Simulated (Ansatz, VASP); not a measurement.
# Two plane-wave programs on KZnF3

Contents of INCAR:

```
ALGO = Normal ; EDIFF = 1E-6
ENCUT = 520 ; GGA = CA
ISIF = 2 ; ISMEAR = -1
LASPH = T ; LCHARG = F
LREAL = F ; LWAVE = F
NBANDS = 29 ; NELM = 100
PREC = Accurate ; SIGMA = 0.05
```

KPOINTS

```
k-points
0
Gamma
  7 7 7
```

POSCAR

```
KZnF3
1.0
    4.0228179729      0.0000000000      0.0000000000
    0.0000000000      4.0228179729      0.0000000000
    0.0000000000      0.0000000000      4.0228179729
Zn K F
1 1 3
Direct
    0.5000000000      0.5000000000      0.5000000000
    0.0000000000      0.0000000000      0.0000000000
    0.5000000000      0.0000000000      0.5000000000
    0.0000000000      0.5000000000      0.5000000000
    0.5000000000      0.5000000000      0.0000000000
```

The input input.yaml:

```yaml
crystal:
  lattice:
    - [4.0228179729, 0.0, 0.0]
    - [0.0, 4.0228179729, 0.0]
    - [0.0, 0.0, 4.0228179729]
  atoms:
    - { symbol: Zn, position: [0.5, 0.5, 0.5] }
    - { symbol: K, position: [0.0, 0.0, 0.0] }
    - { symbol: F, position: [0.5, 0.0, 0.5] }
    - { symbol: F, position: [0.0, 0.5, 0.5] }
    - { symbol: F, position: [0.5, 0.5, 0.0] }
hamiltonian:
  xc: lda
  pseudopotentials: { kind: paw }
kpoints:
  mp_grid: { grid: [7, 7, 7] }
scf:
  occupations: { method: fermi_dirac, width: 0.05 }
output:
  forces: true
  stress: true
  eigenvalues: true
```

Alike in both runs: task single point; functional LDA; k mesh 7 × 7 × 7; occupations fermi-dirac, width 0.05 eV; no spin polarisation.

|  | VASP | Ansatz |
| --- | --- | --- |
| version | VASP 6.6.1 | Ansatz 0.2.0 |
| potentials or method | VASP PAW LDA potentials, release 64 (Zn, K_sv, F) | Ansatz PAW |
| plane-wave cutoff (eV) | 520 | 420 |
| valence electrons in the cell | 42 | 42 |

Ansatz gave:

| Item | Value |
| --- | --- |
| gap on the k mesh at the Fermi level (eV) | 3.80 |
| least direct gap on the mesh (eV) | 5.59 |
| pressure (GPa) | -3.3 |

Q: What did VASP give for the same quantities?

A: gap on the k mesh at the Fermi level (eV): 3.76; least direct gap on the mesh (eV): 5.57; pressure (GPa): -2.7.

LDA's correlation is that of Perdew and Zunger in VASP and of Perdew and Wang (1992) in Ansatz.

Noted on Ansatz's run: odd divisions of the mesh miss points on the zone boundary, where band edges often lie, so the gap on the mesh can be too wide.
